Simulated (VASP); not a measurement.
Input of a VASP 6.6.1 run:

Contents of INCAR:

```
SYSTEM = V
ALGO = Normal ; EDIFF = 1E-6
ENCUT = 520 ; GGA = PE
ISIF = 2 ; ISMEAR = 0
LASPH = .TRUE. ; LCHARG = .FALSE.
LREAL = .FALSE. ; LWAVE = .FALSE.
NBANDS = 12 ; NELM = 80
PREC = Accurate ; SIGMA = 0.1
```

The input KPOINTS:

```
k-points
0
G
  20 20 20
  0 0 0
```

The input POSCAR:

```
V
1.0
   -1.5469859782      1.5469859782      1.5469859782
    1.5469859782     -1.5469859782      1.5469859782
    1.5469859782      1.5469859782     -1.5469859782
V
1
Direct
    0.0000000000      0.0000000000      0.0000000000
```

Potentials or basis: VASP PAW PBE potentials, release 64 (V_sv).

Run with:

```bash
$ cat potpaw_PBE.64/V_sv/POTCAR > POTCAR
$ mpirun -np 1 vasp_std > vasp.out
```

Q: Predict the pressure.

A: -14.3 GPa.
